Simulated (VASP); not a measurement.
Crystal: Ta2H.

```
CELL_PARAMETERS angstrom
3.37244 0.00000 0.00000
0.00000 3.37244 0.00000
0.00000 0.00000 3.41011
ATOMIC_POSITIONS crystal
H 0.00000 0.00000 0.00000
Ta 0.50000 0.00000 0.74132
Ta 0.00000 0.50000 0.25868
```

```yaml
Program: VASP 6.6.1
Task: relaxation of cell and atoms
Functional: PBEsol
Potentials_or_basis: VASP PAW PBE potentials, release 64 (H, Ta_pv)
Cutoff: 600 eV
k_mesh: 10 × 10 × 10
Occupations: gaussian, width 0.05 eV
Spin: no spin polarisation
```

At the start: pressure -4.3 GPa; volume 12.93 Å³/atom.

Question: Where does the relaxation end?

Answer: Over 5 steps the energy falls by 3.5 meV/atom and the volume is 12.67 Å³/atom (-2.0 %); space group P-4m2 (No. 115, to 0.1 Å) before and after.

The path:
```tsv
step	energy change (eV)	largest force (eV/Å)	pressure (GPa)	volume (Å³)
1	0.0000	0.0528	-4.30	38.78
2	0.0140	0.0441	6.98	36.87
3	-0.0104	0.0479	-0.02	38.02
4	-0.0104	0.0479	0.04	38.00
5	-0.0105	0.0023	0.04	38.00
```

Final structure:
```xyz
3
Lattice="3.3498 0.0000 0.0000 0.0000 3.3498 0.0000 0.0000 0.0000 3.3867" Properties=species:S:1:pos:R:3 pbc="T T T"
H     0.0000    0.0000    0.0000
Ta    1.6749    0.0000    2.5076
Ta    0.0000    1.6749    0.8791
```

Caveat: the PAW data sets were made with another functional, which shifts forces and pressure a little.
